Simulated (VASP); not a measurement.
Wanted: the native input for a VASP 6.6.1 run.

```yaml
Task: relaxation of cell and atoms
Functional: PBE
Potentials_or_basis: VASP PAW PBE potentials, release 64 (Mg, Sn_d)
Cutoff: 600 eV
k_mesh: 12 × 12 × 12
Occupations: gaussian, width 0.1 eV
Spin: no spin polarisation
Dipole_correction: no
Further_INCAR_settings: ALGO = Normal; EDIFF = 1e-07; IBRION = 2; EDIFFG = -0.005; NSW = 100; ISIF = 3
```

The structure of Mg2Sn lies in POSCAR:

```
Mg2Sn
1.0
    0.0000000000      3.3695000000      3.3695000000
    3.3695000000      0.0000000000      3.3695000000
    3.3695000000      3.3695000000      0.0000000000
Mg Sn
2 1
Direct
    0.2500000000      0.2500000000      0.2500000000
    0.7500000000      0.7500000000      0.7500000000
    0.0000000000      0.0000000000      0.0000000000
```

These files were run (other wordings do the same):

INCAR

```
SYSTEM = Mg2Sn
PREC = Accurate
ENCUT = 600
EDIFF = 1E-7
ISMEAR = 0
SIGMA = 0.1
LREAL = .False.
LASPH = .True.
NELM = 120
ALGO = Normal
ISIF = 3
LWAVE = .False.
LCHARG = .False.
GGA = PE
IBRION = 2
NSW = 100
EDIFFG = -0.005
GGA_COMPAT = .False.
NELMIN = 4
```

KPOINTS

```
regular mesh
0
Gamma
  12 12 12
  0 0 0
```

Potentials or basis: VASP PAW PBE potentials, release 64 (Mg, Sn_d).

Command:

```sh
$ cat potpaw_PBE.64/Mg/POTCAR potpaw_PBE.64/Sn_d/POTCAR > POTCAR
$ mpirun -np 1 vasp_std > vasp.out
```

It gave:

```
Relaxed volume                        : 26.31 Å³/atom
Relaxed cell                          : a = 4.815 Å, b = 4.815 Å, c = 4.815 Å, α = 60.00°, β = 60.00°, γ = 60.00°
Space group after relaxing (to 0.1 Å) : Fm-3m (No. 225)
Energy gained by relaxing             : 3.4 meV/atom
Ionic steps                           : 3
Pressure after relaxing               : 0.0 GPa
Band gap on the k mesh                : zero (bands 9 and 10 overlap by 0.19 eV)
```

Caveat: spin-orbit coupling is left out, which moves the levels of the heavy elements.

It took 5.4 min on 1 thread of Oxide Virtual Turin-like Processor (shared host), peak memory 0.28 GiB.
